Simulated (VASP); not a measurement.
# Bi (Fd-3m) in VASP: a series of runs

Bi is run at these levels: PBEsol; tasks: relaxation of cell and atoms.

Program: VASP 6.6.1. These are calculated values, not measurements. Logs are shortened: lines on timing, memory, paths and dates and some standing lists are left out, and cuts for length are marked.

### Step 1. The cell of the first run

It takes space group Fd-3m (No. 227, cubic). The conventional cell has a = 7.140 Å, b = 7.140 Å, c = 7.140 Å, α = 90.00°, β = 90.00°, γ = 90.00°. Bi (site symmetry -43m) has 4 Bi at 3.09 Å within 4.1 Å.

### Step 2. Relaxation of cell and atoms, PBEsol

File INCAR:

```
ALGO = Normal
EDIFF = 1E-6
EDIFFG = -0.03
ENCUT = 600
GGA = PS
IBRION = 2
ISIF = 3
ISMEAR = -1
LASPH = T
LCHARG = F
LREAL = F
LWAVE = F
NELM = 80
NSW = 60
PREC = Accurate
SIGMA = 0.1
```

File KPOINTS:

```
k-points
0
Gamma
  6 6 6
```

File POSCAR:

```
Bi
1.0
    0.0000000000      3.5700000000      3.5700000000
    3.5700000000      0.0000000000      3.5700000000
    3.5700000000      3.5700000000      0.0000000000
Bi
2
Direct
    0.0000000000      0.0000000000      0.0000000000
    0.2500000000      0.2500000000      0.2500000000
```

Potentials or basis: VASP PAW PBE potentials, release 64 (Bi_d).

Started as:

```sh
> cat potpaw_PBE.64/Bi_d/POTCAR > POTCAR
> mpirun -np 1 vasp_std > vasp.out
```

OUTCAR:

```text
EDIFF = 1E-6
   EDIFFG = -0.03
   ENCUT = 600
   GGA = PS
   IBRION = 2
   ISIF = 3
   ISMEAR = -1
   LASPH = T
   LREAL = F
   NELM = 80
   NSW = 60
   PREC = Accurate

 ion  position               nearest neighbor table
   1  0.000  0.000  0.000-   2 3.09   2 3.09   2 3.09   2 3.09
   2  0.250  0.250  0.250-   1 3.09   1 3.09   1 3.09   1 3.09

  LATTYP: Found a face centered cubic cell.
 ALAT       =     7.1400000000

  Lattice vectors:

 A1 = (   0.0000000000,   3.5700000000,   3.5700000000)
 A2 = (   3.5700000000,   0.0000000000,   3.5700000000)
 A3 = (   3.5700000000,   3.5700000000,   0.0000000000)

Analysis of symmetry for initial positions (statically):
=====================================================================
 Subroutine PRICEL returns:
 Original cell was already a primitive cell.

 Routine SETGRP: Setting up the symmetry group for a
 face centered cubic supercell.

 Subroutine GETGRP returns: Found 48 space group operations
 (whereof 24 operations were pure point group operations)
 out of a pool of 48 trial point group operations.

The static configuration has the point symmetry T_d .
 The point group associated with its full space group is O_h .

Analysis of symmetry for dynamics (positions and initial velocities):
=====================================================================
 Subroutine PRICEL returns:
 Original cell was already a primitive cell.

 Routine SETGRP: Setting up the symmetry group for a
 face centered cubic supercell.

 Subroutine GETGRP returns: Found 48 space group operations
 (whereof 24 operations were pure point group operations)
 out of a pool of 48 trial point group operations.

The dynamic configuration has the point symmetry T_d .
 The point group associated with its full space group is O_h .

 Subroutine INISYM returns: Found 48 space group operations
 (whereof 24 operations are pure point group operations),
 and found     1 'primitive' translations

----------------------------------------------------------------------------------------

                                     Primitive cell

  volume of cell :      90.9986

  direct lattice vectors                    reciprocal lattice vectors
     0.000000000  3.570000000  3.570000000    -0.140056022  0.140056022  0.140056022
     3.570000000  0.000000000  3.570000000     0.140056022 -0.140056022  0.140056022
     3.570000000  3.570000000  0.000000000     0.140056022  0.140056022 -0.140056022

  length of vectors
     5.048742418  5.048742418  5.048742418     0.242584147  0.242584147  0.242584147

  position of ions in fractional coordinates (direct lattice)
     0.000000000  0.000000000  0.000000000
     0.250000000  0.250000000  0.250000000

  ion indices of the primitive-cell ions
   primitive index   ion index
                 1           1
                 2           2

----------------------------------------------------------------------------------------

 KPOINTS: k-points

Automatic generation of k-mesh.
 Grid dimensions read from file:
 generate k-points for:    6    6    6

 Generating k-lattice:

  Cartesian coordinates                     Fractional coordinates (reciprocal lattice)
    -0.023342670  0.023342670  0.023342670     0.166666667  0.000000000  0.000000000
     0.023342670 -0.023342670  0.023342670     0.000000000  0.166666667  0.000000000
     0.023342670  0.023342670 -0.023342670     0.000000000  0.000000000  0.166666667

  Length of vectors
     0.040430691  0.040430691  0.040430691

  Shift w.r.t. Gamma in fractional coordinates (k-lattice)
     0.000000000  0.000000000  0.000000000

 Subroutine IBZKPT returns following result:
 ===========================================

 Found     16 irreducible k-points:

 Following reciprocal coordinates:
            Coordinates               Weight
  0.000000  0.000000  0.000000      1.000000
  0.166667  0.000000  0.000000      8.000000
  0.333333  0.000000  0.000000      8.000000
  0.500000  0.000000  0.000000      4.000000
  0.166667  0.166667  0.000000      6.000000
  0.333333  0.166667  0.000000     24.000000
[... 8 lines left out ...]
 -0.333333  0.333333  0.166667     24.000000
 -0.333333  0.500000  0.166667     12.000000
   k-points           NKPTS =     16   k-points in BZ     NKDIM =     16   number of bands    NBANDS=     19
   number of dos      NEDOS =    301   number of ions     NIONS =      2
   total plane-waves  NPLWV =  64000
   dimension x,y,z NGX =    40 NGY =   40 NGZ =   40
   dimension x,y,z NGXF=    80 NGYF=   80 NGZF=   80
   ions per type =               2
   NGX,Y,Z   is equivalent  to a cutoff of  13.17, 13.17, 13.17 a.u.
   NGXF,Y,Z  is equivalent  to a cutoff of  26.34, 26.34, 26.34 a.u.
 SYSTEM =  unknown system
   PREC   = accura    normal or accurate (medium, high low for compatibility)
   ISTART =      0    job   : 0-new  1-cont  2-samecut
   ICHARG =      2    charge: 1-file 2-atom 10-const
   ISPIN  =      1    spin polarized calculation?
   LNONCOLLINEAR =      F non collinear calculations
   LSORBIT =      F    spin-orbit coupling
   LASPH  =      T    aspherical Exc in radial PAW
   ENCUT  =  600.0 eV  44.10 Ry    6.64 a.u.  10.08 10.08 10.08*2*pi/ulx,y,z
   NELM   =     80;   NELMIN=  2; NELMDL= -5     # of ELM steps
   EDIFF  = 0.1E-05   stopping-criterion for ELM
   LREAL  =      F    real-space projection
   EDIFFG = -.3E-01   stopping-criterion for IOM
   NSW    =     60    number of steps for IOM
   IBRION =      2    ionic relax: 0-MD 1-quasi-New 2-CG
   NFREE  =      1    steps in history (QN), initial steepest desc. (CG)
   ISIF   =      3    stress and relaxation
   ISYM   =      2    0-nonsym 1-usesym 2-fastsym
   POTIM  = 0.5000    time-step for ionic-motion
   TEBEG  =    0.0;   TEEND  =   0.0 temperature during run
   PSTRESS=    0.0 pullay stress
   NELECT =      30.0000    total number of electrons
   NUPDOWN=      -1.0000    fix difference up-down
   EMIN   =  10.00;   EMAX   =-10.00  energy-range for DOS
   EFERMI =   0.00;   METHOD = LEGACY
   ISMEAR =    -1;   SIGMA  =   0.10  broadening in eV -4-tet -1-fermi 0-gaus
   EFERMI_NEDOS =   21; number of points for ismear=-14 and -15
   IALGO  =     38    algorithm
   IMIX   =      4    mixing-type and parameters
     AMIX     =   0.40;   BMIX     =  1.00
     AMIX_MAG =   1.60;   BMIX_MAG =  1.00
  volume/ion in A,a.u.               =      45.50       307.04
  Fermi-wavevector in a.u.,A,eV,Ry     =   1.130933  2.137154 17.401993  1.279010
  Thomas-Fermi vector in A             =   2.267631
   LORBIT       =      0    0 simple, 1 ext, 2 COOP (PROOUT), +10 PAW based schemes
   GGA     = PS    functional components
   LHFCALC =     F    Hartree Fock is set to
   AEXX    =    0.0000 exact exchange contribution
   IVDW    =     0    specifies the selected vdW correction
   LEPSILON=     F    determine dielectric tensor
   LRPA    =     F    only Hartree local field effects (RPA)
 conjugate gradient relaxation of ions
 non-spin polarized calculation
  energy-cutoff  :      600.00
  volume of cell :       91.00
 maximum number of plane-waves:      3071
   NGX = 21   NGY = 21   NGZ = 21

--------------------------------------- Ionic step        1  -------------------------------------------

 number of electron      30.0000009 magnetization

 Free energy of the ion-electron system (eV)
  ---------------------------------------------------
  ext. energy  EPLUGINS =         0.00000000
  ---------------------------------------------------
  free energy    TOTEN  =        -8.07962941 eV

  energy without entropy =       -8.05712226  energy(sigma->0) =       -8.06837584

------------------------ aborting loop because EDIFF is reached ----------------------------------------

  FORCE on cell =-STRESS in cart. coord.  units (eV):
  Direction    XX          YY          ZZ          XY          YZ          ZX
  --------------------------------------------------------------------------------------
  -------------------------------------------------------------------------------------
  Total        0.2327427      0.2327427      0.2327427      0.0000000      0.0000000     -0.0000000
  in kB        4.0978109      4.0978109      4.0978109      0.0000000      0.0000000     -0.0000000
  external PRESSURE =       4.0978109 kB  Pullay stress =       0.0000000 kB

 VOLUME and BASIS-vectors are now :
 -----------------------------------------------------------------------------
  energy-cutoff  :      600.00
  volume of cell :       91.00
      direct lattice vectors                 reciprocal lattice vectors
     0.000000000  3.570000000  3.570000000    -0.140056022  0.140056022  0.140056022
     3.570000000  0.000000000  3.570000000     0.140056022 -0.140056022  0.140056022
     3.570000000  3.570000000  0.000000000     0.140056022  0.140056022 -0.140056022
[... 37 lines left out ...]
 POSITION                                       TOTAL-FORCE (eV/Angst)
 -----------------------------------------------------------------------------------
      7.18008      7.18008      7.18008        -0.000000     -0.000000     -0.000000
      1.79502      1.79502      1.79502         0.000000      0.000000      0.000000
 -----------------------------------------------------------------------------------
    total drift:                               -0.000000      0.000000      0.000000

  FREE ENERGIE OF THE ION-ELECTRON SYSTEM (eV)
  ---------------------------------------------------
  free  energy   TOTEN  =        -8.0807822034 eV

  energy  without entropy=       -8.0584082021  energy(sigma->0) =       -8.06959520

--------------------------------------- Ionic step        3  -------------------------------------------

 number of electron      30.0000005 magnetization

 Free energy of the ion-electron system (eV)
  ---------------------------------------------------
  ext. energy  EPLUGINS =         0.00000000
  ---------------------------------------------------
  free energy    TOTEN  =        -8.08100925 eV

  energy without entropy =       -8.05860454  energy(sigma->0) =       -8.06980690

 E-fermi :   3.8655     XC(G=0):  -8.2642

 val. band max:        3.5602568590   @ k =  -0.3333   0.3333   0.1667
 cond. band min:       4.0107105147   @ k =   0.1667   0.1667   0.0000
 fundamental gap:      0.4504536557
 Fermi energy:         3.8655195765

 k-point     1 :       0.0000    0.0000    0.0000
  band No.  band energies     occupation
      1     -18.9680      2.00000
      2     -18.9680      2.00000
      3     -18.9680      2.00000
      4     -18.9216      2.00000
      5     -18.9216      2.00000
      6     -18.7351      2.00000
[... 11 lines left out ...]
     18       4.6712      0.00063
     19       6.9868      0.00000
[... 350 lines left out ...]
 POSITION                                       TOTAL-FORCE (eV/Angst)
 -----------------------------------------------------------------------------------
      0.00000      0.00000      0.00000        -0.000000      0.000000     -0.000000
      1.79212      1.79212      1.79212         0.000000     -0.000000      0.000000
 -----------------------------------------------------------------------------------
    total drift:                               -0.000000     -0.000000      0.000000

  FREE ENERGIE OF THE ION-ELECTRON SYSTEM (eV)
  ---------------------------------------------------
  free  energy   TOTEN  =        -8.0810092461 eV

  energy  without entropy=       -8.0586045446  energy(sigma->0) =       -8.06980690

 reached required accuracy - stopping structural energy minimisation
```

Wall time 54 s (1 thread of Intel Xeon 6975P-C (Granite Rapids), shared host); peak memory 0.24 GiB.

Results:

```
Free energy                            : -8.0810 eV
Relaxed volume                         : 46.05 Å³/atom
Relaxed cell                           : a = 5.069 Å, b = 5.069 Å, c = 5.069 Å, α = 60.00°, β = 60.00°, γ = 60.00°
Space group after relaxing (to 0.05 Å) : Fd-3m (No. 227)
Energy gained by relaxing              : 0.7 meV/atom
Ionic steps                            : 3
Pressure after relaxing                : 0.0 GPa
Band gap on the k mesh                 : zero (band 15 reaches 4.10 eV, above the bottom of band 16 at 3.34 eV)
```

Step by step:
| step | energy change (eV) | largest force (eV/Å) | pressure (GPa) | volume (Å³) |
| --- | --- | --- | --- | --- |
| 1 | 0.0000 | 0.0000 | 0.41 | 91.00 |
| 2 | -0.0012 | 0.0000 | -0.15 | 92.54 |
| 3 | -0.0014 | 0.0000 | 0.01 | 92.09 |

Final structure:
```
Bi
1.0
     0.00000    3.58424    3.58424
     3.58424    0.00000    3.58424
     3.58424    3.58424    0.00000
Bi
2
Cartesian
  0.0000 0.0000 0.0000
  1.7921 1.7921 1.7921
```

Levels at points of the mesh, in eV from the Fermi level:
| k point | band 11 | band 12 | band 13 | band 14 | band 15 | band 16 | band 17 | band 18 | band 19 |
| --- | --- | --- | --- | --- | --- | --- | --- | --- | --- |
| (0.00, 0.00, 0.00) | -12.72 | -7.79 | -1.40 | -1.40 | -1.40 | 0.81 | 0.81 | 0.81 | 3.12 |
| (0.50, 0.00, 0.00) | -11.78 | -9.62 | -2.53 | -2.22 | -2.22 | 1.87 | 1.87 | 3.92 | 4.93 |
| (0.50, 0.50, 0.00) | -10.78 | -10.78 | -3.10 | -3.10 | -0.52 | -0.52 | 4.41 | 4.41 | 6.00 |

Caveat: the PAW data sets were made with another functional, which shifts forces and pressure a little; spin-orbit coupling is left out, which moves the levels of the heavy elements.

### Step 3. Relaxation of cell and atoms, PBEsol, target pressure 15 GPa, at which the enthalpy is minimised

File INCAR:

```
SYSTEM = Bi
PREC = Accurate
ENCUT = 600
EDIFF = 1E-6
ISMEAR = -1
SIGMA = 0.1
LREAL = .False.
LASPH = .True.
NELM = 100
ALGO = Normal
ISIF = 3
LWAVE = .False.
LCHARG = .False.
GGA = PS
IBRION = 2
NSW = 60
EDIFFG = -0.03
PSTRESS = 150.0
```

File KPOINTS:

```
regular mesh
0
Gamma
  6 6 6
  0 0 0
```

POSCAR is that of step 2.

Potentials or basis: VASP PAW PBE potentials, release 64 (Bi_d).

Started as:

```sh
> cat potpaw_PBE.64/Bi_d/POTCAR > POTCAR
> mpirun -np 1 vasp_std > vasp.out
```

Run time: 89 s. Hardware: 1 thread of Intel Xeon 6975P-C (Granite Rapids), shared host; peak memory 0.25 GiB.

Results (log left out):

```
Free energy                                            : -7.3035 eV
Relaxed volume                                         : 35.59 Å³/atom
Relaxed cell                                           : a = 4.652 Å, b = 4.652 Å, c = 4.652 Å, α = 60.00°, β = 60.00°, γ = 60.00°
Space group after relaxing (to 0.05 Å)                 : Fd-3m (No. 227)
Energy change on relaxing (the enthalpy is what falls) : +388.1 meV/atom
Ionic steps                                            : 5
Pressure after relaxing                                : 15.0 GPa
Band gap on the k mesh                                 : zero (band 15 reaches 6.85 eV, above the bottom of band 16 at 5.65 eV)
```

The path:
| step | energy change (eV) | largest force (eV/Å) | pressure (GPa) | volume (Å³) |
| --- | --- | --- | --- | --- |
| 1 | 0.0000 | 0.0000 | 0.41 | 91.00 |
| 2 | 7.6126 | 0.0000 | 97.71 | 46.61 |
| 3 | 0.5848 | 0.0000 | 12.33 | 73.43 |
| 4 | 0.7070 | 0.0000 | 14.06 | 71.94 |
| 5 | 0.7761 | 0.0000 | 14.99 | 71.18 |

Final structure:
```cif
data_structure
_symmetry_space_group_name_H-M 'P 1'
_symmetry_Int_Tables_number 1
_cell_length_a 4.6518
_cell_length_b 4.6518
_cell_length_c 4.6518
_cell_angle_alpha 60.000
_cell_angle_beta 60.000
_cell_angle_gamma 60.000
_cell_volume 71.18
loop_
_atom_site_label
_atom_site_type_symbol
_atom_site_fract_x
_atom_site_fract_y
_atom_site_fract_z
_atom_site_occupancy
Bi1 Bi 0.00000 0.00000 0.00000 1
Bi2 Bi 0.25000 0.25000 0.25000 1
```

Levels at points of the mesh, in eV from the Fermi level:
```csv
k point,band 12,band 13,band 14,band 15,band 16,band 17,band 18,band 19
"(0.00, 0.00, 0.00)",-6.76,-1.78,-1.78,-1.78,0.64,0.64,0.64,2.90
"(0.50, 0.00, 0.00)",-10.09,-3.03,-2.95,-2.95,1.91,1.91,4.35,5.84
"(0.50, 0.50, 0.00)",-11.66,-4.19,-4.19,-0.92,-0.92,5.68,5.68,7.00
```

Caveat: the cell is relaxed towards a set pressure, so the enthalpy falls and the energy may rise; the volume moved by over 15 % at a fixed basis, so the end points are rough; the PAW data sets were made with another functional, which shifts forces and pressure a little; spin-orbit coupling is left out, which moves the levels of the heavy elements.

### Step 4. Relaxation of cell and atoms, PBEsol, target pressure 30 GPa, at which the enthalpy is minimised

File INCAR:

```
PREC     = Accurate       # precision mode
ENCUT    = 600            # plane-wave cutoff, eV
EDIFF    = 1E-6           # SCF threshold, eV
ISMEAR   = -1             # smearing method
SIGMA    = 0.1            # smearing width, eV
LREAL    = F              # projectors in reciprocal space
LASPH    = T              # aspherical terms in the spheres
NELM     = 80             # most SCF steps
ALGO     = Normal         # electronic algorithm
ISIF     = 3              # what is computed and relaxed
LWAVE    = F              # write WAVECAR
LCHARG   = F              # write CHGCAR
GGA      = PS             # functional
IBRION   = 2              # ionic algorithm
NSW      = 60             # ionic steps
EDIFFG   = -0.03          # ionic threshold
PSTRESS  = 300.0
```

File KPOINTS:

```
regular mesh
0
Gamma
  6 6 6
```

POSCAR is that of step 3.

Started as:

```sh
> cat potpaw_PBE.64/Bi_d/POTCAR > POTCAR
> mpirun -np 1 vasp_std > vasp.out
```

Wall time 2.6 min (1 thread of Intel Xeon 6975P-C (Granite Rapids), shared host); peak memory 0.27 GiB.

The run converged. Its results:

* Free energy: -6.1166 eV
* Relaxed volume: 31.22 Å³/atom
* Relaxed cell: a = 4.453 Å, b = 4.453 Å, c = 4.453 Å, α = 60.00°, β = 60.00°, γ = 60.00°
* Space group after relaxing (to 0.05 Å): Fd-3m (No. 227)
* Energy change on relaxing (the enthalpy is what falls): +981.5 meV/atom
* Ionic steps: 9
* Pressure after relaxing: 30.0 GPa
* Band gap on the k mesh: zero (band 15 reaches 8.51 eV, above the bottom of band 16 at 7.06 eV)

Step by step:
```
step  energy change (eV)  largest force (eV/Å)  pressure (GPa)  volume (Å³)
   1              0.0000                0.0000            0.41        91.00
   2             87.0122                0.0000         1559.53        19.13
   3              0.1404                0.0000            4.96        81.99
   4              0.4126                0.0000            9.71        75.94
   5              2.3925                0.0000           35.11        60.33
   6              1.9037                0.0000           29.25        62.77
   7              1.9958                0.0000           30.40        62.27
   8              1.8831                0.0000           29.02        62.88
   9              1.9631                0.0000           30.01        62.44
```

Final structure:
```
CELL_PARAMETERS angstrom
0.00000 3.14887 3.14887
3.14887 0.00000 3.14887
3.14887 3.14887 0.00000
ATOMIC_POSITIONS crystal
Bi 0.00000 0.00000 0.00000
Bi 0.25000 0.25000 0.25000
```

Levels at points of the mesh, in eV from the Fermi level:
```csv
k point,band 12,band 13,band 14,band 15,band 16,band 17,band 18,band 19
"(0.00, 0.00, 0.00)",-6.17,-2.02,-2.02,-2.02,0.47,0.47,0.47,2.66
"(0.50, 0.00, 0.00)",-10.61,-3.42,-3.42,-3.25,1.83,1.83,3.99,6.87
"(0.50, 0.50, 0.00)",-12.32,-4.91,-4.91,-1.24,-1.24,6.33,6.33,7.63
```

Caveat: the cell is relaxed towards a set pressure, so the enthalpy falls and the energy may rise; the volume moved by over 15 % at a fixed basis, so the end points are rough; the PAW data sets were made with another functional, which shifts forces and pressure a little; spin-orbit coupling is left out, which moves the levels of the heavy elements.

### Step 5. Overview

| cell | gap on the mesh (eV) | pressure (GPa) |
| --- | --- | --- |
| relaxed | none | 0.0 |
| relaxed to 15 GPa | none | 15.0 |
| relaxed to 30 GPa | none | 30.0 |

Alike in all rows: task relaxation of cell and atoms; level PBEsol; potentials or basis VASP PAW PBE potentials, release 64 (Bi_d); no spin polarisation; k mesh 6 × 6 × 6; cutoff (eV) 600; smearing fermi-dirac 0.1 eV.

Caveats: the PAW data sets were made with another functional, which shifts forces and pressure a little; spin-orbit coupling is left out, which moves the levels of the heavy elements; the cell is relaxed towards a set pressure, so the enthalpy falls and the energy may rise (some runs); the volume moved by over 15 % at a fixed basis, so the end points are rough (some runs).

Total energies depend on the potentials used, so only differences within one code and one set of settings carry meaning.
